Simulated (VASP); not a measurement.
# SiC2 (P6/mmm) in VASP: notebook, part 3 of 3

VASP 6.6.1.

**4. Relaxation of cell and atoms, PBE**

The input, INCAR:

```
ALGO = Normal ; EDIFF = 1E-6
EDIFFG = -0.04 ; ENCUT = 600
GGA = PE ; IBRION = 2
ISIF = 3 ; ISMEAR = 0
LASPH = True ; LCHARG = False
LREAL = False ; LWAVE = False
NELM = 100 ; NSW = 90
PREC = Accurate ; SIGMA = 0.1
```

The input, KPOINTS:

```
k-points
0
Gamma
  6 6 2
```

The input, POSCAR:

```
SiC2
1.0
    3.2278011793      0.0000000000      0.0000000000
   -1.6139005897      2.7953578197      0.0000000000
    0.0000000000      0.0000000000     13.7205408527
Si C
2 4
Direct
    0.3333333333      0.6666666667      0.5000000000
    0.6666666667      0.3333333333      0.5000000000
    0.3333333333      0.6666666667      0.8340867867
    0.3333333333      0.6666666667      0.1659132133
    0.6666666667      0.3333333333      0.8340867867
    0.6666666667      0.3333333333      0.1659132133
```

Potentials or basis: VASP PAW PBE potentials, release 64 (Si, C).

On the command line:

```bash
cat potpaw_PBE.64/Si/POTCAR potpaw_PBE.64/C/POTCAR > POTCAR
mpirun -np 1 vasp_std > vasp.out
```

OUTCAR:

```text
EDIFF = 1E-6
   EDIFFG = -0.04
   ENCUT = 600
   GGA = PE
   IBRION = 2
   ISIF = 3
   ISMEAR = 0
   LASPH = True
   LREAL = False
   NELM = 100
   NSW = 90
   PREC = Accurate

 ion  position               nearest neighbor table
   1  0.333  0.667  0.500-   2 1.86   2 1.86   2 1.86
   2  0.667  0.333  0.500-   1 1.86   1 1.86   1 1.86
   3  0.333  0.667  0.834-   5 1.86   5 1.86   5 1.86
   4  0.333  0.667  0.166-   6 1.86   6 1.86   6 1.86
   5  0.667  0.333  0.834-   3 1.86   3 1.86   3 1.86
   6  0.667  0.333  0.166-   4 1.86   4 1.86   4 1.86

  LATTYP: Found a hexagonal cell.
 ALAT       =     3.2278011793
 C/A-ratio  =     4.2507391535

  Lattice vectors:

 A1 = (   3.2278011793,   0.0000000000,   0.0000000000)
 A2 = (  -1.6139005897,   2.7953578197,   0.0000000000)
 A3 = (   0.0000000000,   0.0000000000,  13.7205408527)

Analysis of symmetry for initial positions (statically):
=====================================================================
 Subroutine PRICEL returns:
 Original cell was already a primitive cell.

 Routine SETGRP: Setting up the symmetry group for a
 hexagonal supercell.

 Subroutine GETGRP returns: Found 24 space group operations
 (whereof 24 operations were pure point group operations)
 out of a pool of 24 trial point group operations.

The static configuration has the point symmetry D_6h.

Analysis of symmetry for dynamics (positions and initial velocities):
=====================================================================
 Subroutine PRICEL returns:
 Original cell was already a primitive cell.

 Routine SETGRP: Setting up the symmetry group for a
 hexagonal supercell.

 Subroutine GETGRP returns: Found 24 space group operations
 (whereof 24 operations were pure point group operations)
 out of a pool of 24 trial point group operations.

The dynamic configuration has the point symmetry D_6h.

 Subroutine INISYM returns: Found 24 space group operations
 (whereof 24 operations are pure point group operations),
 and found     1 'primitive' translations

----------------------------------------------------------------------------------------

                                     Primitive cell

  volume of cell :     123.7985

  direct lattice vectors                    reciprocal lattice vectors
     3.227801179  0.000000000  0.000000000     0.309808425  0.178867978  0.000000000
    -1.613900590  2.795357820  0.000000000     0.000000000  0.357735955  0.000000000
     0.000000000  0.000000000 13.720540853     0.000000000  0.000000000  0.072883424

  length of vectors
     3.227801179  3.227801179 13.720540853     0.357735955  0.357735955  0.072883424

  position of ions in fractional coordinates (direct lattice)
     0.333333333  0.666666667  0.500000000
     0.666666667  0.333333333  0.500000000
     0.333333333  0.666666667  0.834086787
     0.333333333  0.666666667  0.165913213
     0.666666667  0.333333333  0.834086787
     0.666666667  0.333333333  0.165913213

  ion indices of the primitive-cell ions
   primitive index   ion index
                 1           1
                 2           2
                 3           3
                 4           4
                 5           5
                 6           6

----------------------------------------------------------------------------------------

 KPOINTS: k-points

Automatic generation of k-mesh.
 Grid dimensions read from file:
 generate k-points for:    6    6    2

 Generating k-lattice:

  Cartesian coordinates                     Fractional coordinates (reciprocal lattice)
     0.051634738  0.029811330  0.000000000     0.166666667  0.000000000  0.000000000
     0.000000000  0.059622659  0.000000000     0.000000000  0.166666667  0.000000000
     0.000000000  0.000000000  0.036441712     0.000000000  0.000000000  0.500000000

  Length of vectors
     0.059622659  0.059622659  0.036441712

  Shift w.r.t. Gamma in fractional coordinates (k-lattice)
     0.000000000  0.000000000  0.000000000

 Subroutine IBZKPT returns following result:
 ===========================================

 Found     14 irreducible k-points:

 Following reciprocal coordinates:
            Coordinates               Weight
  0.000000  0.000000  0.000000      1.000000
  0.166667 -0.000000  0.000000      6.000000
  0.333333  0.000000  0.000000      6.000000
  0.500000 -0.000000  0.000000      3.000000
  0.166667  0.166667  0.000000      6.000000
  0.333333  0.166667  0.000000     12.000000
  0.333333  0.333333  0.000000      2.000000
  0.000000  0.000000  0.500000      1.000000
  0.166667 -0.000000  0.500000      6.000000
  0.333333  0.000000  0.500000      6.000000
  0.500000 -0.000000  0.500000      3.000000
  0.166667  0.166667  0.500000      6.000000
  0.333333  0.166667  0.500000     12.000000
  0.333333  0.333333  0.500000      2.000000
   k-points           NKPTS =     14   k-points in BZ     NKDIM =     14   number of bands    NBANDS=     16
   number of dos      NEDOS =    301   number of ions     NIONS =      6
   total plane-waves  NPLWV =  87808
   dimension x,y,z NGX =    28 NGY =   28 NGZ =  112
   dimension x,y,z NGXF=    56 NGYF=   56 NGZF=  224
   ions per type =               2   4
   NGX,Y,Z   is equivalent  to a cutoff of  14.42, 14.42, 13.57 a.u.
   NGXF,Y,Z  is equivalent  to a cutoff of  28.84, 28.84, 27.14 a.u.
 SYSTEM =  unknown system
   PREC   = accura    normal or accurate (medium, high low for compatibility)
   ISTART =      0    job   : 0-new  1-cont  2-samecut
   ICHARG =      2    charge: 1-file 2-atom 10-const
   ISPIN  =      1    spin polarized calculation?
   LNONCOLLINEAR =      F non collinear calculations
   LSORBIT =      F    spin-orbit coupling
   LASPH  =      T    aspherical Exc in radial PAW
   ENCUT  =  600.0 eV  44.10 Ry    6.64 a.u.   6.45  6.45 27.40*2*pi/ulx,y,z
   NELM   =    100;   NELMIN=  2; NELMDL= -5     # of ELM steps
   EDIFF  = 0.1E-05   stopping-criterion for ELM
   LREAL  =      F    real-space projection
   EDIFFG = -.4E-01   stopping-criterion for IOM
   NSW    =     90    number of steps for IOM
   IBRION =      2    ionic relax: 0-MD 1-quasi-New 2-CG
   NFREE  =      1    steps in history (QN), initial steepest desc. (CG)
   ISIF   =      3    stress and relaxation
   ISYM   =      2    0-nonsym 1-usesym 2-fastsym
   POTIM  = 0.5000    time-step for ionic-motion
   TEBEG  =    0.0;   TEEND  =   0.0 temperature during run
   PSTRESS=    0.0 pullay stress
   NELECT =      24.0000    total number of electrons
   NUPDOWN=      -1.0000    fix difference up-down
   EMIN   =  10.00;   EMAX   =-10.00  energy-range for DOS
   EFERMI =   0.00;   METHOD = LEGACY
   ISMEAR =     0;   SIGMA  =   0.10  broadening in eV -4-tet -1-fermi 0-gaus
   EFERMI_NEDOS =   21; number of points for ismear=-14 and -15
   IALGO  =     38    algorithm
   IMIX   =      4    mixing-type and parameters
     AMIX     =   0.40;   BMIX     =  1.00
     AMIX_MAG =   1.60;   BMIX_MAG =  1.00
  volume/ion in A,a.u.               =      20.63       139.24
  Fermi-wavevector in a.u.,A,eV,Ry     =   0.947487  1.790492 12.214390  0.897732
  Thomas-Fermi vector in A             =   2.075585
   LORBIT       =      0    0 simple, 1 ext, 2 COOP (PROOUT), +10 PAW based schemes
   GGA     = PE    functional components
   LHFCALC =     F    Hartree Fock is set to
   AEXX    =    0.0000 exact exchange contribution
   IVDW    =     0    specifies the selected vdW correction
   LEPSILON=     F    determine dielectric tensor
   LRPA    =     F    only Hartree local field effects (RPA)
 conjugate gradient relaxation of ions
 non-spin polarized calculation
 Gauss-broadening in eV      SIGMA  =   0.10
  energy-cutoff  :      600.00
  volume of cell :      123.80
 maximum number of plane-waves:      4183
 NGX is ok and might be reduce to    28
   NGX = 13   NGY = 13   NGZ = 55

--------------------------------------- Ionic step        1  -------------------------------------------

 number of electron      24.0000000 magnetization

 Free energy of the ion-electron system (eV)
  ---------------------------------------------------
  ext. energy  EPLUGINS =         0.00000000
  ---------------------------------------------------
  free energy    TOTEN  =       -29.13553310 eV

  energy without entropy =      -29.12692881  energy(sigma->0) =      -29.13123095

------------------------ aborting loop because EDIFF is reached ----------------------------------------

  FORCE on cell =-STRESS in cart. coord.  units (eV):
  Direction    XX          YY          ZZ          XY          YZ          ZX
  --------------------------------------------------------------------------------------
  -------------------------------------------------------------------------------------
  Total        1.1398339      1.1398339     -0.2003270     -0.0000000     -0.0000000      0.0000000
  in kB       14.7515186     14.7515186     -2.5925951     -0.0000000     -0.0000000      0.0000000
  external PRESSURE =       8.9701474 kB  Pullay stress =       0.0000000 kB
[... 65 lines left out ...]
  energy  without entropy=      -29.1280958373  energy(sigma->0) =      -29.13235619

--------------------------------------- Ionic step        3  -------------------------------------------

 number of electron      24.0000000 magnetization

 Free energy of the ion-electron system (eV)
  ---------------------------------------------------
  ext. energy  EPLUGINS =         0.00000000
  ---------------------------------------------------
  free energy    TOTEN  =       -29.14102956 eV

  energy without entropy =      -29.13247031  energy(sigma->0) =      -29.13674994

 E-fermi :   0.9059     XC(G=0):  -7.4951

 val. band max:        0.8920181673   @ k =   0.3333   0.3333   0.0000
 cond. band min:       0.9103835443   @ k =   0.3333   0.3333   0.0000
 fundamental gap:      0.0183653770
 Fermi energy:         0.9058550808

 k-point     1 :       0.0000    0.0000    0.0000
  band No.  band energies     occupation
      1     -12.9622      2.00000
      2     -12.9444      2.00000
      3     -12.6807      2.00000
      4      -3.6875      2.00000
      5      -2.6260      2.00000
      6      -2.3269      2.00000
[... 8 lines left out ...]
     15       4.0549      0.00000
     16       4.5577      0.00000
[... 278 lines left out ...]
  FREE ENERGIE OF THE ION-ELECTRON SYSTEM (eV)
  ---------------------------------------------------
  free  energy   TOTEN  =       -29.1410295639 eV

  energy  without entropy=      -29.1324703143  energy(sigma->0) =      -29.13674994

 reached required accuracy - stopping structural energy minimisation
```

CONTCAR:

```text
SiC2
   1.00000000000000
     3.2432910828113215   -0.0000000000002771    0.0000000000000000
    -1.6216455414561406    2.8087724696439884   -0.0000000000000000
     0.0000000000000000   -0.0000000000000000   13.7089687804010936
  Si              C
     2     4
Direct
     0.3333333332999970    0.6666666667000030    0.5000000000000000
     0.6666666667000030    0.3333333332999970    0.5000000000000000
     0.3333333332999970    0.6666666667000030    0.8340769476917209
     0.3333333332999970    0.6666666667000030    0.1659230523082791
     0.6666666667000030    0.3333333332999970    0.8340769476917209
     0.6666666667000030    0.3333333332999970    0.1659230523082791

  0.00000000E+00  0.00000000E+00  0.00000000E+00
  0.00000000E+00  0.00000000E+00  0.00000000E+00
  0.00000000E+00  0.00000000E+00  0.00000000E+00
  0.00000000E+00  0.00000000E+00  0.00000000E+00
  0.00000000E+00  0.00000000E+00  0.00000000E+00
  0.00000000E+00  0.00000000E+00  0.00000000E+00
```

Run time: 70 s. Hardware: 1 thread of AMD EPYC 7R43 (Zen 3), shared host; peak memory 0.26 GiB.

What came out:

```yaml
Free_energy: -29.1410 eV
Relaxed_volume: 20.81 Å³/atom
Relaxed_cell: a = 3.243 Å, b = 3.243 Å, c = 13.709 Å, α = 90.00°, β = 90.00°, γ = 120.00°
Space_group_after_relaxing_to_0.05_Å: P6/mmm (No. 191)
Energy_gained_by_relaxing: 0.9 meV/atom
Ionic_steps: 3
Pressure_after_relaxing: -0.1 GPa
Largest_force_after_relaxing: 0.005 eV/Å
Band_gap_on_the_k_mesh: zero (band 12 reaches 1.02 eV, above the bottom of band 13 at 0.38 eV)
```

Forces in eV/Å, atoms in the order of the input:
```
Si   0.000  0.000  0.000
Si   0.000  0.000  0.000
C    0.000  0.000 -0.005
C    0.000  0.000  0.005
C    0.000  0.000 -0.005
C    0.000  0.000  0.005
```

The path:
| step | energy change (eV) | largest force (eV/Å) | pressure (GPa) | volume (Å³) |
| --- | --- | --- | --- | --- |
| 1 | 0.0000 | 0.0054 | 0.90 | 123.80 |
| 2 | -0.0011 | 0.0048 | -0.95 | 125.88 |
| 3 | -0.0055 | 0.0049 | -0.09 | 124.88 |

Final structure:
```yaml
crystal:
  lattice:
    - [3.24329, 0.00000, 0.00000]
    - [-1.62165, 2.80877, 0.00000]
    - [0.00000, 0.00000, 13.70897]
  atoms:
    - { symbol: Si, position: [0.33333, 0.66667, 0.50000] }
    - { symbol: Si, position: [0.66667, 0.33333, 0.50000] }
    - { symbol: C, position: [0.33333, 0.66667, 0.83408] }
    - { symbol: C, position: [0.33333, 0.66667, 0.16592] }
    - { symbol: C, position: [0.66667, 0.33333, 0.83408] }
    - { symbol: C, position: [0.66667, 0.33333, 0.16592] }
```

Levels at points of the mesh, in eV from the Fermi level:
| k point | band 9 | band 10 | band 11 | band 12 | band 13 | band 14 | band 15 | band 16 |
| --- | --- | --- | --- | --- | --- | --- | --- | --- |
| (0.00, 0.00, 0.00) | -2.52 | -2.52 | -0.74 | -0.73 | -0.53 | -0.53 | 3.15 | 3.65 |
| (0.50, 0.00, 0.00) | -2.69 | -1.27 | -1.13 | -0.86 | 0.57 | 1.02 | 1.23 | 1.32 |
| (0.00, 0.00, 0.50) | -2.52 | -2.52 | -0.74 | -0.73 | -0.53 | -0.53 | 3.24 | 3.65 |
| (0.50, 0.00, 0.50) | -2.69 | -1.32 | -0.99 | -0.96 | 0.56 | 1.10 | 1.16 | 1.32 |

Caveat: the k points lie up to 0.37 Å⁻¹ apart in the final cell.

**5. Single point, PBE, collinear spin, ferromagnetic start**

This run uses another cell than the first one, of 13.61 Å³/atom, 0.660 times its volume.

The input, INCAR:

```
PREC = Accurate ; ENCUT = 520
EDIFF = 1E-6 ; ISMEAR = 0
SIGMA = 0.1 ; LREAL = False
LASPH = True ; NELM = 150
ALGO = Normal ; ISIF = 2
LWAVE = False ; LCHARG = False
ISPIN = 2 ; MAGMOM = 0 0 1 1 1 1
LORBIT = 11 ; GGA = PE
NBANDS = 25
```

The input, KPOINTS:

```
regular mesh
0
Gamma
  12 12 1
```

The input, POSCAR:

```
SiC2
1.0
    2.0843654100      0.0000000000      0.0000000000
   -1.0421827000      1.8051134000      0.0000000000
    0.0000000000      0.0000000000     21.7005186200
Si C
2 4
Direct
    0.3333333300      0.6666666700      0.5000000000
    0.6666666700      0.3333333300      0.5000000000
    0.3333333300      0.6666666700      0.8333333300
    0.3333333300      0.6666666700      0.1666666700
    0.6666666700      0.3333333300      0.8333333300
    0.6666666700      0.3333333300      0.1666666700
```

On the command line:

```bash
cat potpaw_PBE.64/Si/POTCAR potpaw_PBE.64/C/POTCAR > POTCAR
mpirun -np 1 vasp_std > vasp.out
```

Wall time 2 min (1 thread of AMD EPYC 7R43 (Zen 3), shared host); peak memory 0.21 GiB.

Results (log left out):

- Free energy: 65.2348 eV
- Pressure: 362.7 GPa
- Band gap on the k mesh: zero (filled and empty bands overlap)
- Net moment: 0.00 μB per cell
- Valence electrons inside the program's atomic spheres: Si 3.81; C 3.45

Stress tensor (GPa, compression positive):
```
544.16   0.00   0.00
  0.00 544.16   0.00
  0.00   0.00  -0.13
```

Levels at points of the mesh, in eV from the Fermi level:
Spin up:
```csv
k point,band 8,band 9,band 10,band 11,band 12,band 13,band 14,band 15,band 16,band 17
"(0.00, 0.00, 0.00)",-2.41,-2.41,-2.41,-2.41,1.10,1.33,1.97,1.97,2.14,2.71
"(0.50, 0.00, 0.00)",-7.75,-7.12,-5.49,-3.52,-3.52,1.74,1.74,2.41,2.96,5.49
```
Spin down:
```csv
k point,band 10,band 11,band 12,band 13,band 14,band 15
"(0.00, 0.00, 0.00)",-2.41,-2.41,1.10,1.33,1.97,1.97
"(0.50, 0.00, 0.00)",-5.49,-3.52,-3.52,1.74,1.74,2.41
```

**6. The runs side by side**

```csv
task,spin,cell,k mesh,cutoff (eV),gap on the mesh (eV),pressure (GPa),relaxed volume (Å³/atom)
single point,off,"a = 3.228, b = 3.228, c = 13.721 Å, angles 90.0, 90.0, 120.0°, 6 atoms",12 × 12 × 1,520,none,0.1,-
relaxation of cell and atoms,off,"relaxed from a = 2.084, b = 2.084, c = 21.701 Å, angles 90.0, 90.0, 120.0°, 6 atoms",12 × 12 × 1,600,none,-0.2,19.68
relaxation of cell and atoms,off,"relaxed from a = 3.228, b = 3.228, c = 13.721 Å, angles 90.0, 90.0, 120.0°, 6 atoms",6 × 6 × 2,600,none,-0.1,20.81
single point,"collinear, ferromagnetic start","a = 2.084, b = 2.084, c = 21.701 Å, angles 90.0, 90.0, 120.0°, 6 atoms",12 × 12 × 1,520,none,362.7,-
```

Alike in all rows: level PBE; potentials or basis VASP PAW PBE potentials, release 64 (Si, C); smearing gaussian 0.1 eV.

Caveats: some runs use coarse meshes; the volume moved by over 15 % at a fixed basis, so the end points are rough (some runs); this functional lacks dispersion, which binds the layers, so the pressure and a relaxed spacing across them are unreliable (some runs).

Total energies depend on the potentials used, so only differences within one code and one set of settings carry meaning.
